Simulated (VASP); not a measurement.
Sm3Ta, 8 atoms in the cell. It takes space group Pmmm (No. 47, orthorhombic). Conventional cell: a = 3.456 Å, b = 7.022 Å, c = 9.653 Å, α = 90.00°, β = 90.00°, γ = 90.00°. Within 4.2 Å of Sm (site symmetry mm2) lie 4 Ta at 3.18 Å and 8 Sm at 3.46 to 3.59 Å. Sm (site symmetry mm2) has 4 Ta at 3.32 Å and 9 Sm at 3.46 to 3.82 Å within 4.4 Å. Sm (site symmetry m2m) has 12 Sm at 3.25 to 3.82 Å within 4.3 Å. Within 3.5 Å of Ta (site symmetry m2m) lie 3 Ta at 2.68 to 3.46 Å and 8 Sm at 3.18 to 3.32 Å. 

* Program: VASP 6.6.1
* Task: single point
* Functional: PBE
* Potentials or basis: VASP PAW PBE potentials, release 64 (Sm_3, Ta_pv), 4f in core
* Cutoff: 500 eV
* k mesh: 6 × 4 × 2
* Occupations: gaussian, width 0.1 eV
* Spin: no spin polarisation
* Dipole correction: no
* Further INCAR settings: ALGO = Normal; EDIFF = 1e-06; NBANDS = 54

Potentials or basis: VASP PAW PBE potentials, release 64 (Sm_3, Ta_pv), 4f in core.

The run is started by

```console
$ cat potpaw_PBE.64/Sm_3/POTCAR potpaw_PBE.64/Ta_pv/POTCAR > POTCAR
$ mpirun -np 1 vasp_std > vasp.out
```

Hardware: 1 thread of AMD EPYC 7R43 64-Core Processor (Zen 3) (shared host).

Task: How long does it take, and how much memory?

Result: Run time: 6.7 min on 1 thread of AMD EPYC 7R43 64-Core Processor (Zen 3), on a shared host, peak memory 0.4 GiB. Counts: scf iterations 16, k points 24.
